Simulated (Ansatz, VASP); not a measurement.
## GaN: VASP beside Ansatz

```
Ga N
1.0
     0.00000    2.13524    2.13524
     2.13524    0.00000    2.13524
     2.13524    2.13524    0.00000
Ga N
1 1
Cartesian
  0.0000 0.0000 0.0000
  2.1352 2.1352 2.1352
```

Alike in both runs: task relaxation of cell and atoms; functional PBE; k mesh 14 × 14 × 14; occupations gaussian, width 0.02 eV; no spin polarisation.

|  | VASP | Ansatz |
| --- | --- | --- |
| version | VASP 6.6.1 | Ansatz 0.2.0 |
| potentials or method | VASP PAW PBE potentials, release 64 (Ga_d, N), cutoff 600 eV | scalar-relativistic, plane waves, PAW |
| valence electrons in the cell | 18 | 18 |

VASP gave:

| Property | Result |
| --- | --- |
| gap on the k mesh at the Fermi level, each at its own relaxed structure (eV) | 0.39 |
| relaxed volume (Å³/atom) | 9.75 |
| relaxed cell length with the largest relative difference (Å) | 3.021 |

What did Ansatz give for the same quantities?

gap on the k mesh at the Fermi level, each at its own relaxed structure (eV): 0.42; relaxed volume (Å³/atom): 9.72; relaxed cell length with the largest relative difference (Å): 3.018.
